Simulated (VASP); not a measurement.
# BP (F-43m) in VASP: notebook

The runs below take BP through relaxation of the atoms, with r2SCAN.

Program: VASP 6.6.1. These are calculated values, not measurements. Logs are shortened: lines on timing, memory, paths and dates and some standing lists are left out, and cuts for length are marked.

## 1. The cell of the first run

It takes space group F-43m (No. 216, cubic). The conventional cell has a = 4.536 Å, b = 4.536 Å, c = 4.536 Å, α = 90.00°, β = 90.00°, γ = 90.00°. Within 2.6 Å of B (site symmetry -43m) lie 4 P at 1.96 Å. P (site symmetry -43m) has 4 B at 1.96 Å within 2.6 Å.

## 2. Relaxation of the atoms, r2SCAN

POSCAR

```
BP
1.0
    0.0000000000      2.2681830200      2.2681830200
    2.2681830200      0.0000000000      2.2681830200
    2.2681830200      2.2681830200      0.0000000000
B P
1 1
Direct
    0.0000000000      0.0000000000      0.0000000000
    0.2500000000      0.2500000000      0.2500000000
```

INCAR.step1

```
SYSTEM = BP
ALGO = Normal
EDIFF = 1E-4
ENCUT = 520
GGA = PE
ISMEAR = -1
LASPH = .True.
LCHARG = .False.
LREAL = .False.
LWAVE = .True.
NELM = 60
PREC = Accurate
SIGMA = 0.02
```

INCAR.step2

```
SYSTEM = BP
ALGO = Normal
EDIFF = 1E-6
EDIFFG = -0.01
ENCUT = 520
IBRION = 2
ISIF = 2
ISMEAR = -1
ISTART = 1
LASPH = .True.
LCHARG = .False.
LMIXTAU = .True.
LREAL = .False.
LWAVE = .False.
METAGGA = R2SCAN
NELM = 60
NSW = 50
PREC = Accurate
SIGMA = 0.02
```

KPOINTS

```
k-points
0
Gamma
  10 10 10
  0 0 0
```

Potentials or basis: VASP PAW PBE potentials, release 64 (B, P).

Command:

```console
$ cat potpaw_PBE.64/B/POTCAR potpaw_PBE.64/P/POTCAR > POTCAR
$ cp INCAR.step1 INCAR
$ mpirun -np 1 vasp_std > vasp.out
$ cp INCAR.step2 INCAR
$ mpirun -np 1 vasp_std > vasp.out
```

OUTCAR:

```text
SYSTEM = BP
   EDIFF = 1E-6
   EDIFFG = -0.01
   ENCUT = 520
   IBRION = 2
   ISIF = 2
   ISMEAR = -1
   ISTART = 1
   LASPH = .True.
   LREAL = .False.
   METAGGA = R2SCAN
   NELM = 60
   NSW = 50
   PREC = Accurate

 ion  position               nearest neighbor table
   1  0.000  0.000  0.000-   2 1.96   2 1.96   2 1.96   2 1.96
   2  0.250  0.250  0.250-   1 1.96   1 1.96   1 1.96   1 1.96

  LATTYP: Found a face centered cubic cell.
 ALAT       =     4.5363660400

  Lattice vectors:

 A1 = (   0.0000000000,   2.2681830200,   2.2681830200)
 A2 = (   2.2681830200,   0.0000000000,   2.2681830200)
 A3 = (   2.2681830200,   2.2681830200,   0.0000000000)

Analysis of symmetry for initial positions (statically):
=====================================================================
 Subroutine PRICEL returns:
 Original cell was already a primitive cell.

 Routine SETGRP: Setting up the symmetry group for a
 face centered cubic supercell.

 Subroutine GETGRP returns: Found 24 space group operations
 (whereof 24 operations were pure point group operations)
 out of a pool of 48 trial point group operations.

The static configuration has the point symmetry T_d .

Analysis of symmetry for dynamics (positions and initial velocities):
=====================================================================
 Subroutine PRICEL returns:
 Original cell was already a primitive cell.

 Routine SETGRP: Setting up the symmetry group for a
 face centered cubic supercell.

 Subroutine GETGRP returns: Found 24 space group operations
 (whereof 24 operations were pure point group operations)
 out of a pool of 48 trial point group operations.

The dynamic configuration has the point symmetry T_d .

 Subroutine INISYM returns: Found 24 space group operations
 (whereof 24 operations are pure point group operations),
 and found     1 'primitive' translations

----------------------------------------------------------------------------------------

                                     Primitive cell

  volume of cell :      23.3380

  direct lattice vectors                    reciprocal lattice vectors
     0.000000000  2.268183020  2.268183020    -0.220440765  0.220440765  0.220440765
     2.268183020  0.000000000  2.268183020     0.220440765 -0.220440765  0.220440765
     2.268183020  2.268183020  0.000000000     0.220440765  0.220440765 -0.220440765

[... 86 lines left out ...]
   NSW    =     50    number of steps for IOM
   IBRION =      2    ionic relax: 0-MD 1-quasi-New 2-CG
   NFREE  =      1    steps in history (QN), initial steepest desc. (CG)
   ISIF   =      2    stress and relaxation
   ISYM   =      2    0-nonsym 1-usesym 2-fastsym
   POTIM  = 0.5000    time-step for ionic-motion
   TEBEG  =    0.0;   TEEND  =   0.0 temperature during run
   PSTRESS=    0.0 pullay stress
   NELECT =       8.0000    total number of electrons
   NUPDOWN=      -1.0000    fix difference up-down
   EMIN   =  10.00;   EMAX   =-10.00  energy-range for DOS
   EFERMI =   0.00;   METHOD = LEGACY
   ISMEAR =    -1;   SIGMA  =   0.02  broadening in eV -4-tet -1-fermi 0-gaus
   EFERMI_NEDOS =   21; number of points for ismear=-14 and -15
   IALGO  =     38    algorithm
   IMIX   =      4    mixing-type and parameters
     AMIX     =   0.40;   BMIX     =  1.00
     AMIX_MAG =   1.60;   BMIX_MAG =  1.00
  volume/ion in A,a.u.               =      11.67        78.75
  Fermi-wavevector in a.u.,A,eV,Ry     =   1.145733  2.165121 17.860422  1.312704
  Thomas-Fermi vector in A             =   2.282420
   LORBIT       =      0    0 simple, 1 ext, 2 COOP (PROOUT), +10 PAW based schemes
   METAGGA = R2SCAN    functional components
   LHFCALC =     F    Hartree Fock is set to
   AEXX    =    0.0000 exact exchange contribution
   IVDW    =     0    specifies the selected vdW correction
   LEPSILON=     F    determine dielectric tensor
   LRPA    =     F    only Hartree local field effects (RPA)
 conjugate gradient relaxation of ions
 non-spin polarized calculation
  energy-cutoff  :      520.00
  volume of cell :       23.34
 maximum number of plane-waves:       637
   NGX = 11   NGY = 11   NGZ = 11

 number of electron       8.0000000 magnetization

 Free energy of the ion-electron system (eV)
  ---------------------------------------------------
  ext. energy  EPLUGINS =         0.00000000
  ---------------------------------------------------
  free energy    TOTEN  =       -17.31132205 eV

  energy without entropy =      -17.31132205  energy(sigma->0) =      -17.31132205

 E-fermi :   7.8486     XC(G=0): -11.5058

 val. band max:        7.4018719736   @ k =   0.0000   0.0000   0.0000
 cond. band min:       8.8470020362   @ k =   0.4000   0.4000   0.0000
 fundamental gap:      1.4451300626
 Fermi energy:         7.8485838161

 k-point     1 :       0.0000    0.0000    0.0000
  band No.  band energies     occupation
      1      -8.8675      2.00000
      2       7.4019      2.00000
      3       7.4019      2.00000
      4       7.4019      2.00000
      5      11.0438      0.00000
      6      11.0438      0.00000
      7      11.0438      0.00000
      8      15.4296      0.00000
[... 243 lines left out ...]
 k-point    24 :       0.4000    0.3000    0.0000
  band No.  band energies     occupation
      1      -5.7685      2.00000
      2       0.8769      2.00000
      3       3.1407      2.00000
      4       3.6860      2.00000
      5       9.4423      0.00000
      6      11.3508      0.00000
      7      17.5599      0.00000
      8      17.5680      0.00000

 [... further k-points ...]

------------------------ aborting loop because EDIFF is reached ----------------------------------------

  FORCE on cell =-STRESS in cart. coord.  units (eV):
  Direction    XX          YY          ZZ          XY          YZ          ZX
  --------------------------------------------------------------------------------------
  -------------------------------------------------------------------------------------
  Total       -0.0713490     -0.0713490     -0.0713490     -0.0000000      0.0000000      0.0000000
  in kB       -4.8981760     -4.8981760     -4.8981760     -0.0000000      0.0000000      0.0000000
  external PRESSURE =      -4.8981760 kB  Pullay stress =       0.0000000 kB

 VOLUME and BASIS-vectors are now :
 -----------------------------------------------------------------------------
  energy-cutoff  :      520.00
  volume of cell :       23.34
      direct lattice vectors                 reciprocal lattice vectors
     0.000000000  2.268183020  2.268183020    -0.220440765  0.220440765  0.220440765
     2.268183020  0.000000000  2.268183020     0.220440765 -0.220440765  0.220440765
     2.268183020  2.268183020  0.000000000     0.220440765  0.220440765 -0.220440765

 POSITION                                       TOTAL-FORCE (eV/Angst)
 -----------------------------------------------------------------------------------
      0.00000      0.00000      0.00000         0.000000      0.000000      0.000000
      1.13409      1.13409      1.13409        -0.000000     -0.000000     -0.000000
 -----------------------------------------------------------------------------------
    total drift:                                0.000000      0.000000      0.000000

  FREE ENERGIE OF THE ION-ELECTRON SYSTEM (eV)
  ---------------------------------------------------
  free  energy   TOTEN  =       -17.3113220467 eV

  energy  without entropy=      -17.3113220467  energy(sigma->0) =      -17.31132205

 reached required accuracy - stopping structural energy minimisation
```

OUTCAR.step1:

```text
SYSTEM = BP
   EDIFF = 1E-4
   ENCUT = 520
   GGA = PE
   ISMEAR = -1
   LASPH = .True.
   LREAL = .False.
[... 483 lines left out ...]
      0.00000      0.00000      0.00000         0.000000      0.000000      0.000000
      1.13409      1.13409      1.13409        -0.000000     -0.000000     -0.000000
 -----------------------------------------------------------------------------------
    total drift:                                0.000000      0.000000      0.000000

  FREE ENERGIE OF THE ION-ELECTRON SYSTEM (eV)
  ---------------------------------------------------
  free  energy   TOTEN  =       -12.9303070563 eV

  energy  without entropy=      -12.9303070563  energy(sigma->0) =      -12.93030706
```

It took 11 s on 1 thread of Intel Xeon 6975P-C (Granite Rapids), shared host; peak memory 0.13 GiB.

What came out:

* Free energy: -17.3113 eV
* Pressure after relaxing: -0.5 GPa
* Band gap on the k mesh: 1.45 eV (least direct gap 3.64 eV)

Final structure:
```cif
data_structure
_symmetry_space_group_name_H-M 'P 1'
_symmetry_Int_Tables_number 1
_cell_length_a 3.2077
_cell_length_b 3.2077
_cell_length_c 3.2077
_cell_angle_alpha 60.000
_cell_angle_beta 60.000
_cell_angle_gamma 60.000
_cell_volume 23.34
loop_
_atom_site_label
_atom_site_type_symbol
_atom_site_fract_x
_atom_site_fract_y
_atom_site_fract_z
_atom_site_occupancy
B1 B 0.00000 0.00000 0.00000 1
P1 P 0.25000 0.25000 0.25000 1
```

Levels at points of the mesh, in eV from the valence-band top:
```tsv
k point	band 1	band 2	band 3	band 4	band 5	band 6	band 7	band 8
(0.00, 0.00, 0.00)	-16.27	0.00	0.00	0.00	3.64	3.64	3.64	8.03
(0.50, 0.00, 0.00)	-12.77	-9.51	-1.87	-1.87	4.14	5.03	5.03	10.92
(0.50, 0.50, 0.00)	-11.10	-9.13	-4.35	-4.35	1.54	1.91	13.07	13.07
```

Caveat: the relaxation stopped at its first step, so nothing moved; the PAW data sets were made with another functional, which shifts forces and pressure a little.

## 3. Relaxation of the atoms, r2SCAN

This run uses another cell than the first one, of 11.90 Å³/atom.

POSCAR

```
BP
1.0
    0.0000000000      2.2832045400      2.2832045400
    2.2832045400      0.0000000000      2.2832045400
    2.2832045400      2.2832045400      0.0000000000
B P
1 1
Direct
    0.0000000000      0.0000000000      0.0000000000
    0.2500000000      0.2500000000      0.2500000000
```

INCAR.step1

```
PREC     = Accurate       # precision mode
ENCUT    = 520            # plane-wave cutoff, eV
ISMEAR   = -1             # smearing method
SIGMA    = 0.02           # smearing width, eV
LREAL    = F              # projectors in reciprocal space
LASPH    = T              # aspherical terms in the spheres
NELM     = 80             # most SCF steps
GGA      = PE             # functional
ALGO     = Normal         # electronic algorithm
EDIFF    = 1E-4           # SCF threshold, eV
LWAVE    = T              # write WAVECAR
LCHARG   = F              # write CHGCAR
```

INCAR.step2

```
PREC     = Accurate       # precision mode
ENCUT    = 520            # plane-wave cutoff, eV
EDIFF    = 1E-6           # SCF threshold, eV
ISMEAR   = -1             # smearing method
SIGMA    = 0.02           # smearing width, eV
LREAL    = F              # projectors in reciprocal space
LASPH    = T              # aspherical terms in the spheres
NELM     = 80             # most SCF steps
ALGO     = Normal         # electronic algorithm
ISIF     = 2              # what is computed and relaxed
LWAVE    = F              # write WAVECAR
LCHARG   = F              # write CHGCAR
METAGGA  = R2SCAN         # meta-GGA
LMIXTAU  = T            
IBRION   = 2              # ionic algorithm
NSW      = 50             # ionic steps
EDIFFG   = -0.01          # ionic threshold
ISTART   = 1
```

KPOINTS

```
regular mesh
0
Gamma
  10 10 10
```

Potentials or basis: VASP PAW PBE potentials, release 64 (B, P).

Command:

```console
$ cat potpaw_PBE.64/B/POTCAR potpaw_PBE.64/P/POTCAR > POTCAR
$ cp INCAR.step1 INCAR
$ mpirun -np 1 vasp_std > vasp.out
$ cp INCAR.step2 INCAR
$ mpirun -np 1 vasp_std > vasp.out
```

It took 11 s on 1 thread of Intel Xeon 6975P-C (Granite Rapids), shared host; peak memory 0.14 GiB.

Results (log left out):

| Item | Value |
| --- | --- |
| Free energy | -17.3055 eV |
| Pressure after relaxing | -3.7 GPa |
| Band gap on the k mesh | 1.47 eV (least direct gap 3.61 eV) |

Final structure:
```
B P
1.0
     0.00000    2.28320    2.28320
     2.28320    0.00000    2.28320
     2.28320    2.28320    0.00000
B P
1 1
Direct
  0.00000 0.00000 0.00000
  0.25000 0.25000 0.25000
```

Levels at points of the mesh, in eV from the valence-band top:
| k point | band 1 | band 2 | band 3 | band 4 | band 5 | band 6 | band 7 | band 8 |
| --- | --- | --- | --- | --- | --- | --- | --- | --- |
| (0.00, 0.00, 0.00) | -16.09 | 0.00 | 0.00 | 0.00 | 3.61 | 3.61 | 3.61 | 7.71 |
| (0.50, 0.00, 0.00) | -12.67 | -9.36 | -1.84 | -1.84 | 4.02 | 5.02 | 5.02 | 10.85 |
| (0.50, 0.50, 0.00) | -11.03 | -9.03 | -4.27 | -4.27 | 1.58 | 1.93 | 12.88 | 12.88 |

Caveat: the relaxation stopped at its first step, so nothing moved; the PAW data sets were made with another functional, which shifts forces and pressure a little.

## 4. Relaxation of the atoms, r2SCAN

This run uses another cell than the first one, of 12.14 Å³/atom.

POSCAR

```
BP
1.0
    0.0000000000      2.2980309600      2.2980309600
    2.2980309600      0.0000000000      2.2980309600
    2.2980309600      2.2980309600      0.0000000000
B P
1 1
Direct
    0.0000000000      0.0000000000      0.0000000000
    0.2500000000      0.2500000000      0.2500000000
```

INCAR.step1

```
SYSTEM = BP
ALGO     = Normal         ! electronic algorithm
EDIFF    = 1E-4           ! SCF threshold, eV
ENCUT    = 520            ! plane-wave cutoff, eV
GGA      = PE             ! functional
ISMEAR   = -1             ! smearing method
LASPH    = .TRUE.         ! aspherical terms in the spheres
LCHARG   = .FALSE.        ! write CHGCAR
LREAL    = .FALSE.        ! projectors in reciprocal space
LWAVE    = .TRUE.         ! write WAVECAR
NELM     = 80             ! most SCF steps
PREC     = Accurate       ! precision mode
SIGMA    = 0.02           ! smearing width, eV
```

INCAR.step2

```
SYSTEM = BP
ALGO     = Normal         ! electronic algorithm
EDIFF    = 1E-6           ! SCF threshold, eV
EDIFFG   = -0.01          ! ionic threshold
ENCUT    = 520            ! plane-wave cutoff, eV
IBRION   = 2              ! ionic algorithm
ISIF     = 2              ! what is computed and relaxed
ISMEAR   = -1             ! smearing method
ISTART   = 1            
LASPH    = .TRUE.         ! aspherical terms in the spheres
LCHARG   = .FALSE.        ! write CHGCAR
LMIXTAU  = .TRUE.       
LREAL    = .FALSE.        ! projectors in reciprocal space
LWAVE    = .FALSE.        ! write WAVECAR
METAGGA  = R2SCAN         ! meta-GGA
NELM     = 80             ! most SCF steps
NSW      = 50             ! ionic steps
PREC     = Accurate       ! precision mode
SIGMA    = 0.02           ! smearing width, eV
```

KPOINTS

```
k-points
0
G
  10 10 10
  0 0 0
```

Command:

```console
$ cat potpaw_PBE.64/B/POTCAR potpaw_PBE.64/P/POTCAR > POTCAR
$ cp INCAR.step1 INCAR
$ mpirun -np 1 vasp_std > vasp.out
$ cp INCAR.step2 INCAR
$ mpirun -np 1 vasp_std > vasp.out
```

Run time: 11 s. Hardware: 1 thread of Intel Xeon 6975P-C (Granite Rapids), shared host; peak memory 0.14 GiB.

It converged, with:

```
Free energy             : -17.2907 eV
Pressure after relaxing : -6.6 GPa
Band gap on the k mesh  : 1.50 eV (least direct gap 3.59 eV)
```

Final structure:
```cif
data_structure
_symmetry_space_group_name_H-M 'P 1'
_symmetry_Int_Tables_number 1
_cell_length_a 3.2499
_cell_length_b 3.2499
_cell_length_c 3.2499
_cell_angle_alpha 60.000
_cell_angle_beta 60.000
_cell_angle_gamma 60.000
_cell_volume 24.27
loop_
_atom_site_label
_atom_site_type_symbol
_atom_site_fract_x
_atom_site_fract_y
_atom_site_fract_z
_atom_site_occupancy
B1 B 0.00000 0.00000 0.00000 1
P1 P 0.25000 0.25000 0.25000 1
```

Levels at points of the mesh, in eV from the valence-band top:
| k point | band 1 | band 2 | band 3 | band 4 | band 5 | band 6 | band 7 | band 8 |
| --- | --- | --- | --- | --- | --- | --- | --- | --- |
| (0.00, 0.00, 0.00) | -15.91 | 0.00 | 0.00 | 0.00 | 3.59 | 3.59 | 3.59 | 7.41 |
| (0.50, 0.00, 0.00) | -12.57 | -9.22 | -1.82 | -1.82 | 3.90 | 5.01 | 5.01 | 10.77 |
| (0.50, 0.50, 0.00) | -10.96 | -8.92 | -4.20 | -4.20 | 1.61 | 1.94 | 12.69 | 12.69 |

Caveat: the relaxation stopped at its first step, so nothing moved; the PAW data sets were made with another functional, which shifts forces and pressure a little. r2SCAN opens gaps a little over a GGA but as a rule still falls short of measured ones.

## 5. The runs side by side

```tsv
cell	gap on the mesh (eV)	pressure (GPa)
atoms relaxed from a = 3.208 Å, angles 60.0°, 2 atoms	1.45	-0.5
atoms relaxed from a = 3.229 Å, angles 60.0°, 2 atoms	1.47	-3.7
atoms relaxed from a = 3.250 Å, angles 60.0°, 2 atoms	1.50	-6.6
```

Alike in all rows: task relaxation of the atoms; level r2SCAN; potentials or basis VASP PAW PBE potentials, release 64 (B, P); no spin polarisation; k mesh 10 × 10 × 10; cutoff (eV) 520; smearing fermi-dirac 0.02 eV.

Caveats: the relaxation stopped at its first step, so nothing moved; the PAW data sets were made with another functional, which shifts forces and pressure a little.

Absolute energies hang on the potentials; compare differences alone.
